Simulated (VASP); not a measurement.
# BN (F-43m) in VASP: a series of runs

BN is run at these levels: PBE; tasks: G0W0 quasiparticle levels.

All numbers are computed with VASP 6.6.1; they aren't measurements. Logs are shortened: lines on timing, memory, paths and dates and some standing lists are left out, and cuts for length are marked.

## Step 1: The cell of the first run

Symmetry: F-43m, No. 216, cubic system. The conventional cell has a = 3.616 Å, b = 3.616 Å, c = 3.616 Å, α = 90.00°, β = 90.00°, γ = 90.00°. B (site symmetry -43m) has 4 N at 1.57 Å within 2.1 Å. N (site symmetry -43m) has 4 B at 1.57 Å within 2.1 Å.

## Step 2: G0W0 quasiparticle levels, PBE

The input, POSCAR:

```
BN
1.0
    0.0000000000      1.8080000000      1.8080000000
    1.8080000000      0.0000000000      1.8080000000
    1.8080000000      1.8080000000      0.0000000000
B N
1 1
Direct
    0.0000000000      0.0000000000      0.0000000000
    0.2500000000      0.2500000000      0.2500000000
```

The input, INCAR.step1:

```
PREC     = Accurate       # precision mode
ENCUT    = 500            # plane-wave cutoff, eV
EDIFF    = 1E-8           # SCF threshold, eV
ISMEAR   = 0              # smearing method
SIGMA    = 0.01           # smearing width, eV
LREAL    = False          # projectors in reciprocal space
LASPH    = True           # aspherical terms in the spheres
NELM     = 100            # most SCF steps
ALGO     = Normal         # electronic algorithm
LWAVE    = True           # write WAVECAR
LCHARG   = False          # write CHGCAR
GGA      = PE             # functional
```

The input, INCAR.step2:

```
PREC     = Accurate       # precision mode
ENCUT    = 500            # plane-wave cutoff, eV
EDIFF    = 1E-8           # SCF threshold, eV
ISMEAR   = 0              # smearing method
SIGMA    = 0.01           # smearing width, eV
LREAL    = False          # projectors in reciprocal space
LASPH    = True           # aspherical terms in the spheres
NELM     = 1              # most SCF steps
ALGO     = Exact          # electronic algorithm
LWAVE    = True           # write WAVECAR
LCHARG   = False          # write CHGCAR
GGA      = PE             # functional
NBANDS   = 314            # bands
LOPTICS  = True           # frequency-dependent dielectric function
ISTART   = 1
```

The input, INCAR.step3:

```
PREC     = Accurate       # precision mode
ENCUT    = 500            # plane-wave cutoff, eV
EDIFF    = 1E-8           # SCF threshold, eV
ISMEAR   = 0              # smearing method
SIGMA    = 0.01           # smearing width, eV
LREAL    = False          # projectors in reciprocal space
LASPH    = True           # aspherical terms in the spheres
ALGO     = EVGW0          # electronic algorithm
LWAVE    = False          # write WAVECAR
LCHARG   = False          # write CHGCAR
GGA      = PE             # functional
NELMGW   = 1            
NBANDS   = 314            # bands
ENCUTGW  = 200            # cutoff of the response function
NOMEGA   = 48             # frequency points
PRECFOCK = Fast         
ISTART   = 1            
NBANDSGW = 12
```

The input, KPOINTS:

```
Automatic mesh
0
Gamma
  2 2 2
```

Potentials or basis: VASP PAW PBE potentials, release 64 (B_GW, N_GW).

On the command line:

```sh
$ cat potpaw_PBE.64/B_GW/POTCAR potpaw_PBE.64/N_GW/POTCAR > POTCAR
$ cp INCAR.step1 INCAR
$ mpirun -np 1 vasp_std > vasp.out
$ cp INCAR.step2 INCAR
$ mpirun -np 1 vasp_std > vasp.out
$ cp INCAR.step3 INCAR
$ mpirun -np 1 vasp_std > vasp.out
```

OUTCAR:

```text
PREC = Accurate
   ENCUT = 500
   EDIFF = 1E-8
   ISMEAR = 0
   LREAL = False
   LASPH = True
   GGA = PE
   NELMGW = 1
   ENCUTGW = 200
   PRECFOCK = Fast
   ISTART = 1

 ion  position               nearest neighbor table
   1  0.000  0.000  0.000-   2 1.57   2 1.57   2 1.57   2 1.57
   2  0.250  0.250  0.250-   1 1.57   1 1.57   1 1.57   1 1.57

  LATTYP: Found a face centered cubic cell.
 ALAT       =     3.6160000000

  Lattice vectors:

 A1 = (   0.0000000000,   1.8080000000,   1.8080000000)
 A2 = (   1.8080000000,   0.0000000000,   1.8080000000)
 A3 = (   1.8080000000,   1.8080000000,   0.0000000000)

Analysis of symmetry for initial positions (statically):
=====================================================================
 Subroutine PRICEL returns:
 Original cell was already a primitive cell.

 Routine SETGRP: Setting up the symmetry group for a
 face centered cubic supercell.

 Subroutine GETGRP returns: Found 24 space group operations
 (whereof 24 operations were pure point group operations)
 out of a pool of 48 trial point group operations.

The static configuration has the point symmetry T_d .

Analysis of symmetry for dynamics (positions and initial velocities):
=====================================================================
 Subroutine PRICEL returns:
 Original cell was already a primitive cell.

 Routine SETGRP: Setting up the symmetry group for a
 face centered cubic supercell.

 Subroutine GETGRP returns: Found 24 space group operations
 (whereof 24 operations were pure point group operations)
 out of a pool of 48 trial point group operations.

The dynamic configuration has the point symmetry T_d .

 Subroutine INISYM returns: Found 24 space group operations
 (whereof 24 operations are pure point group operations),
 and found     1 'primitive' translations

----------------------------------------------------------------------------------------

                                     Primitive cell

  volume of cell :      11.8202

  direct lattice vectors                    reciprocal lattice vectors
     0.000000000  1.808000000  1.808000000    -0.276548673  0.276548673  0.276548673
     1.808000000  0.000000000  1.808000000     0.276548673 -0.276548673  0.276548673
     1.808000000  1.808000000  0.000000000     0.276548673  0.276548673 -0.276548673

  length of vectors
     2.556898121  2.556898121  2.556898121     0.478996352  0.478996352  0.478996352

  position of ions in fractional coordinates (direct lattice)
     0.000000000  0.000000000  0.000000000
     0.250000000  0.250000000  0.250000000

  ion indices of the primitive-cell ions
   primitive index   ion index
                 1           1
                 2           2

----------------------------------------------------------------------------------------

 KPOINTS: Automatic mesh

Automatic generation of k-mesh.
 Grid dimensions read from file:
 generate k-points for:    2    2    2

 Generating k-lattice:

  Cartesian coordinates                     Fractional coordinates (reciprocal lattice)
    -0.138274336  0.138274336  0.138274336     0.500000000  0.000000000  0.000000000
     0.138274336 -0.138274336  0.138274336     0.000000000  0.500000000  0.000000000
     0.138274336  0.138274336 -0.138274336     0.000000000  0.000000000  0.500000000

  Length of vectors
     0.239498176  0.239498176  0.239498176

  Shift w.r.t. Gamma in fractional coordinates (k-lattice)
     0.000000000  0.000000000  0.000000000

 Subroutine IBZKPT returns following result:
 ===========================================

 Found      3 irreducible k-points:

 Following reciprocal coordinates:
            Coordinates               Weight
  0.000000  0.000000  0.000000      1.000000
  0.500000  0.000000  0.000000      4.000000
  0.500000  0.500000  0.000000      3.000000
   k-points           NKPTS =      3   k-points in BZ     NKDIM =      8   number of bands    NBANDS=    314
   number of dos      NEDOS =    301   number of ions     NIONS =      2
   total plane-waves  NPLWV =   8000
   dimension x,y,z NGX =    20 NGY =   20 NGZ =   20
   dimension x,y,z NGXF=    40 NGYF=   40 NGZF=   40
   ions per type =               1   1
   NGX,Y,Z   is equivalent  to a cutoff of  13.00, 13.00, 13.00 a.u.
   NGXF,Y,Z  is equivalent  to a cutoff of  26.01, 26.01, 26.01 a.u.
 SYSTEM =  unknown system
   PREC   = accura    normal or accurate (medium, high low for compatibility)
   ISTART =      1    job   : 0-new  1-cont  2-samecut
   ICHARG =      0    charge: 1-file 2-atom 10-const
   ISPIN  =      1    spin polarized calculation?
   LNONCOLLINEAR =      F non collinear calculations
   LSORBIT =      F    spin-orbit coupling
   LASPH  =      T    aspherical Exc in radial PAW
   ENCUT  =  500.0 eV  36.75 Ry    6.06 a.u.   4.66  4.66  4.66*2*pi/ulx,y,z
   NELM   =     60;   NELMIN=  2; NELMDL=  0     # of ELM steps
   EDIFF  = 0.1E-07   stopping-criterion for ELM
   LREAL  =      F    real-space projection
   EDIFFG = 0.1E-06   stopping-criterion for IOM
   NSW    =      0    number of steps for IOM
   IBRION =     -1    ionic relax: 0-MD 1-quasi-New 2-CG
   NFREE  =      0    steps in history (QN), initial steepest desc. (CG)
   ISIF   =      0    stress and relaxation
   ISYM   =      3    0-nonsym 1-usesym 2-fastsym
   POTIM  = 0.5000    time-step for ionic-motion
   TEBEG  =    0.0;   TEEND  =   0.0 temperature during run
   PSTRESS=    0.0 pullay stress
   NELECT =       8.0000    total number of electrons
   NUPDOWN=      -1.0000    fix difference up-down
   EMIN   =  10.00;   EMAX   =-10.00  energy-range for DOS
   EFERMI =   0.00;   METHOD = LEGACY
   ISMEAR =     0;   SIGMA  =   0.01  broadening in eV -4-tet -1-fermi 0-gaus
   EFERMI_NEDOS =   21; number of points for ismear=-14 and -15
   IALGO  =     38    algorithm
   IMIX   =      4    mixing-type and parameters
     AMIX     =   0.40;   BMIX     =  1.00
     AMIX_MAG =   1.60;   BMIX_MAG =  1.00
  volume/ion in A,a.u.               =       5.91        39.88
  Fermi-wavevector in a.u.,A,eV,Ry     =   1.437352  2.716201 28.109366  2.065980
  Thomas-Fermi vector in A             =   2.556439
   LORBIT       =      0    0 simple, 1 ext, 2 COOP (PROOUT), +10 PAW based schemes
   GGA     = PE    functional components
   LHFCALC =     T    Hartree Fock is set to
   PRECFOCK=fast      Normal, Fast or Accurate (Low or Medium for compatibility)
   ENCUT4O =  -1.0   cutoff for four orbital integrals eV
   NKREDX  =     1    reduce k-point grid by
   NKREDY  =     1    reduce k-point grid by
   NKREDZ  =     1    reduce k-point grid by
   AEXX    =    1.0000 exact exchange contribution
   HFSCREEN=    0.0000 screening length (either q_TF or 0.3 A-1)
   HFSCREENC=   0.0000 screening length for correlation (either q_TF or 0.3 A-1)
   ENCUTFOCK=  -1.0 apply spherical cutoff to Coloumb kernel
   IVDW    =     0    specifies the selected vdW correction
   LEPSILON=     F    determine dielectric tensor
   LRPA    =     F    only Hartree local field effects (RPA)
   LRPAFORCE           =     F    calculate RPA forces
   ENCUTGW             = 200.0    cutoff for response function in eV
   ENCUTGWSOFT         = 160.0    soft cutoff for Coulomb kernel in GW response function in eV
   ENCUTLF             =  -1.0    cutoff for local field effects
   NELMGW              =     1    number of iterations in solving QP/BSE equation
   NELMHF              =     1    number of iterations in the inner HF iteration
   NKREDLFX            =     1    NKREDLFY  =   1   NKREDLFZ  =   1
 non-spin polarized calculation
 Gauss-broadening in eV      SIGMA  =   0.01
  energy-cutoff  :      500.00
  volume of cell :       11.82
 maximum number of plane-waves:       307
 NGX is ok and might be reduce to    20
  NGX = 12; NGY = 12; NGZ = 12
   NGX =  9   NGY =  9   NGZ =  9
 maximum number of plane-waves:        80

 QP shifts <psi_nk| G(iteration)W_0 |psi_nk>: iteration 1
 for sc-GW calculations column KS-energies equals QP-energies in previous step
 and V_xc(KS)=  KS-energies - (<T + V_ion + V_H > + <T+V_H+V_ion>^1  + <V_x>^1)

 k-point   1 :       0.0000    0.0000    0.0000
  band No.  KS-energies  QP-energies   sigma(KS)   V_xc(KS)     V^pw_x(r,r')   Z            occupation Imag(sigma)

      1     -12.4530     -14.7534     -18.3696     -15.3751     -26.1937       0.7682       2.0000       1.4915
      2       7.9939       6.9982     -19.5223     -18.2901     -23.3960       0.8080       2.0000       0.1259
      3       7.9939       6.9982     -19.5223     -18.2901     -23.3960       0.8080       2.0000       0.1259
      4       7.9939       6.9982     -19.5223     -18.2901     -23.3960       0.8080       2.0000       0.1259
      5      16.3872      17.2154     -12.7212     -13.7326      -6.1942       0.8188       0.0000      -0.1328
      6      16.3872      17.2154     -12.7212     -13.7326      -6.1942       0.8188       0.0000      -0.1328
      7      16.3872      17.2154     -12.7212     -13.7326      -6.1942       0.8188       0.0000      -0.1328
      8      18.2171      18.7852     -14.6342     -15.3279      -7.5638       0.8189       0.0000      -0.1848
      9      32.2760      32.2438     -11.2685     -11.2279      -3.0715       0.7937       0.0000      -0.7499
     10      35.3228      35.9480     -12.4684     -13.2367      -5.2186       0.8136       0.0000      -0.3484
     11      35.3228      35.9480     -12.4684     -13.2367      -5.2186       0.8136       0.0000      -0.3484
     12      35.9073      36.1260     -10.5637     -10.8174      -2.8153       0.8617       0.0000      -0.9830

 k-point   2 :       0.5000    0.0000    0.0000
  band No.  KS-energies  QP-energies   sigma(KS)   V_xc(KS)     V^pw_x(r,r')   Z            occupation Imag(sigma)

      1      -8.1437     -10.6527     -19.4957     -16.8084     -26.5385       0.9336       2.0000       1.4386
      2      -2.9877      -4.6207     -16.4179     -14.3533     -21.3737       0.7910       2.0000       0.2832
      3       5.9685       4.8474     -18.7670     -17.3899     -22.7666       0.8141       2.0000       0.1215
      4       5.9685       4.8474     -18.7670     -17.3899     -22.7666       0.8141       2.0000       0.1215
      5      17.8542      18.3707     -13.9636     -14.5922      -7.1930       0.8217       0.0000      -0.1401
      6      18.3238      19.1217     -12.8639     -13.8417      -6.2383       0.8159       0.0000      -0.1397
      7      18.3238      19.1217     -12.8639     -13.8417      -6.2383       0.8159       0.0000      -0.1397
      8      23.1375      23.8543     -13.8982     -14.7747      -6.5280       0.8178       0.0000      -0.3149
      9      31.1244      31.4428     -11.9651     -12.3538      -3.9375       0.8192       0.0000      -0.6241
     10      34.4053      35.2927     -12.2729     -13.3971      -3.8896       0.7894       0.0000      -0.7149
     11      34.5515      35.3070     -12.2920     -13.2229      -4.3766       0.8115       0.0000      -0.7306
     12      34.5515      35.3070     -12.2920     -13.2229      -4.3766       0.8115       0.0000      -0.7306

 k-point   3 :       0.5000    0.5000    0.0000
  band No.  KS-energies  QP-energies   sigma(KS)   V_xc(KS)     V^pw_x(r,r')   Z            occupation Imag(sigma)

      1      -6.7450      -8.6567     -19.5968     -17.2198     -26.5226       0.8043       2.0000       1.0954
      2      -1.1738      -2.8109     -17.2365     -15.1696     -22.1199       0.7920       2.0000       0.2213
      3       2.9158       1.6182     -17.8511     -16.2416     -22.1241       0.8063       2.0000       0.1418
      4       2.9158       1.6182     -17.8511     -16.2416     -22.1241       0.8063       2.0000       0.1418
      5      12.0869      12.2465     -12.1417     -12.3340      -6.1533       0.8296       0.0000      -0.1151
      6      16.7970      17.0734     -12.2011     -12.5332      -5.8846       0.8325       0.0000      -0.1147
      7      25.7554      27.0846     -14.7988     -16.4340      -6.6658       0.8129       0.0000      -0.4984
      8      25.7554      27.0846     -14.7988     -16.4340      -6.6658       0.8129       0.0000      -0.4984
      9      28.7756      29.8284     -15.1041     -16.4102      -7.0269       0.8061       0.0000      -0.4915
     10      34.8413      35.7556     -12.2864     -13.4560      -3.6553       0.7817       0.0000      -0.8102
     11      41.2329      41.9186     -11.8151     -12.6639      -4.1541       0.8079       0.0000      -0.6059
     12      41.2329      41.9186     -11.8151     -12.6639      -4.1541       0.8079       0.0000      -0.6059
```

It took 4.2 s on 1 thread of Intel Xeon 6975P-C (Granite Rapids), shared host; peak memory 0.13 GiB.

Results:

```
Quasiparticle gap                                   : 5.25 eV
Least direct quasiparticle gap                      : 10.22 eV
Band gap of the starting levels on the mesh         : 4.09 eV
Least direct gap of the starting levels on the mesh : 8.39 eV
```

Caveat: the k points lie up to 1.50 Å⁻¹ apart, too coarse for converged energies, forces and pressures; bands, screening cutoff and mesh are small and nothing is extrapolated, so the quasiparticle values aren't converged.

(Part 1 of 2 ends here.)
